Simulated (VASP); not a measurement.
Input of a VASP 6.6.1 run:

INCAR

```
SYSTEM = GaSb3
PREC     = Accurate       ! precision mode
ENCUT    = 520            ! plane-wave cutoff, eV
EDIFF    = 1E-6           ! SCF threshold, eV
ISMEAR   = 0              ! smearing method
SIGMA    = 0.15           ! smearing width, eV
LREAL    = .FALSE.        ! projectors in reciprocal space
LASPH    = .TRUE.         ! aspherical terms in the spheres
NELM     = 80             ! most SCF steps
ALGO     = Normal         ! electronic algorithm
ISIF     = 2              ! what is computed and relaxed
LWAVE    = .FALSE.        ! write WAVECAR
LCHARG   = .TRUE.         ! write CHGCAR
LELF     = .TRUE.         ! ELF
LVHAR    = .TRUE.       
NBANDS   = 22             ! bands
```

Contents of KPOINTS:

```
Automatic mesh
0
G
  10 10 10
  0 0 0
```

POSCAR

```
GaSb3
1.0
    0.0000000000      3.4936212697      3.6854210774
    3.4936212697      0.0000000000      3.6854210774
    3.4936212697      3.4936212697      0.0000000000
Ga Sb
1 3
Direct
    0.0000000000      0.0000000000      0.0000000000
    0.2500000000      0.2500000000      0.2500000000
    0.7500000000      0.7500000000      0.7500000000
    0.5000000000      0.5000000000      0.5000000000
```

Potentials or basis: VASP PAW LDA potentials, release 64 (Ga_d, Sb).

Command:

```bash
$ cat potpaw_LDA.64/Ga_d/POTCAR potpaw_LDA.64/Sb/POTCAR > POTCAR
$ mpirun -np 1 vasp_std > vasp.out
```

(1) Estimate the pressure.

(2) Predict the band gap on the k mesh.

Results:

(1) 4.6 GPa.

(2) zero (band 14 reaches 11.11 eV, above the bottom of band 15 at 6.43 eV).

Caveat: spin-orbit coupling is left out, which moves the levels of the heavy elements.
